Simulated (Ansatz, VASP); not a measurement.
RbSiPb in VASP and in Ansatz

Contents of INCAR:

```
SYSTEM = RbSiPb
PREC = Accurate ; ENCUT = 520
EDIFF = 1E-7 ; ISMEAR = 0
SIGMA = 0.1 ; LREAL = .FALSE.
LASPH = .TRUE. ; NELM = 80
ALGO = Fast ; ISIF = 2
LWAVE = .FALSE. ; LCHARG = .FALSE.
GGA = PE ; NBANDS = 20
```

The input KPOINTS:

```
Automatic mesh
0
G
  4 4 4
  0 0 0
```

The input POSCAR:

```
RbSiPb
1.0
    4.4398900900      0.0000000000      0.0000000000
    0.0000000000      4.4398900900      0.0000000000
    0.0000000000      0.0000000000      4.7141558700
Rb Si Pb
1 1 1
Direct
    0.0000000000      0.0000000000      0.5000000000
    0.0000000000      0.0000000000      0.0000000000
    0.5000000000      0.5000000000      0.0000000000
```

Input for Ansatz:

```yaml
crystal:
  lattice:
    - [4.43989009, 0.0, 0.0]
    - [0.0, 4.43989009, 0.0]
    - [0.0, 0.0, 4.71415587]
  atoms:
    - { symbol: Rb, position: [0.0, 0.0, 0.5] }
    - { symbol: Si, position: [0.0, 0.0, 0.0] }
    - { symbol: Pb, position: [0.5, 0.5, 0.0] }
basis:
  ecutwfc: 420
kpoints:
  mp_grid: { grid: [4, 4, 4] }
hamiltonian:
  xc: pbe
scf:
  occupations: { method: gaussian, width: 0.1 }
  lower_state_search: "off"
output:
  forces: true
  stress: true
  eigenvalues: true
```

Alike in both runs: task single point; functional PBE; k mesh 4 × 4 × 4; occupations gaussian, width 0.1 eV; no spin polarisation.

```csv
,VASP,Ansatz
version,VASP 6.6.1,Ansatz 0.2.0
potentials or method,"VASP PAW PBE potentials, release 64 (Rb_sv, Si, Pb_d), cutoff 520 eV","scalar-relativistic, plane waves, PAW"
valence electrons in the cell,27,27
```

|  | VASP | Ansatz | Ansatz less VASP |
| --- | --- | --- | --- |
| gap on the k mesh at the Fermi level (eV) | none | none | - |
| pressure (GPa) | 10.1 | 10.0 | -0.13 |
| traceless stress, the component that is largest in VASP (GPa) | 23.86 | 23.61 | -0.249 |

A gap of «none» marks a metal or a gap that the smearing closes. The functional is the same, so the differences come from potentials, cutoffs and numerics.

Neither program's run includes spin-orbit coupling.
